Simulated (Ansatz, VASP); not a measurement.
Mg2I in VASP and in Ansatz

```
CELL_PARAMETERS angstrom
0.00000 3.88256 3.88256
3.88256 0.00000 3.88256
3.88256 3.88256 0.00000
ATOMIC_POSITIONS crystal
Mg 0.25000 0.25000 0.25000
Mg 0.75000 0.75000 0.75000
I 0.00000 0.00000 0.00000
```

Alike in both runs: functional PBE; k mesh 4 × 4 × 4; occupations gaussian, width 0.1 eV; no spin polarisation.

Ansatz relaxed the structure, and its values are those at the end. VASP's run is a single point on that final structure, the one shown.

|  | VASP | Ansatz |
| --- | --- | --- |
| version | VASP 6.6.1 | Ansatz 0.2.0 |
| potentials or method | VASP PAW PBE potentials, release 64 (Mg, I), cutoff 520 eV | scalar-relativistic, plane waves, PAW |
| valence electrons in the cell | 11 | 37 |

```csv
,VASP,Ansatz,Ansatz less VASP
gap on the k mesh at the Fermi level (eV),none,none,-
pressure (GPa),0.1,0.1,+0.04
```

A gap of «none» marks a metal or a gap that the smearing closes. VASP's potentials hold 11 valence electrons a cell and Ansatz's 37, so a difference there can come from the potentials and not from the codes.

Spin-orbit coupling is off throughout.
